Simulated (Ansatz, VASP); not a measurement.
## Two plane-wave programs on Pt

```xyz
1
Lattice="0.0000 2.1115 1.7543 2.1115 0.0000 1.7543 2.1115 2.1115 0.0000" Properties=species:S:1:pos:R:3 pbc="T T T"
Pt    0.0000    0.0000    0.0000
```

Alike in both runs: task single point; functional LDA; k mesh 22 × 22 × 22; occupations gaussian, width 0.15 eV; no spin polarisation.

|  | VASP | Ansatz |
| --- | --- | --- |
| version | VASP 6.6.1 | Ansatz 0.2.0 |
| potentials or method | VASP PAW LDA potentials, release 64 (Pt), cutoff 520 eV | scalar-relativistic, plane waves, PAW |
| valence electrons in the cell | 10 | 18 |

Ansatz gave:

- gap on the k mesh at the Fermi level (eV): none
- pressure (GPa): -13.5
- traceless stress, the component that is largest in VASP (GPa): 4.54

**Question.** What did VASP give for the same quantities?

**Answer.** gap on the k mesh at the Fermi level (eV): none; pressure (GPa): -12.9; traceless stress, the component that is largest in VASP (GPa): 4.55.

LDA's correlation is that of Perdew and Zunger in VASP and of Perdew and Wang (1992) in Ansatz. A gap of «none» marks a metal or a gap that the smearing closes. VASP's potentials hold 10 valence electrons a cell and Ansatz's 18, so a difference there can come from the potentials and not from the codes.

Spin-orbit coupling is off throughout.
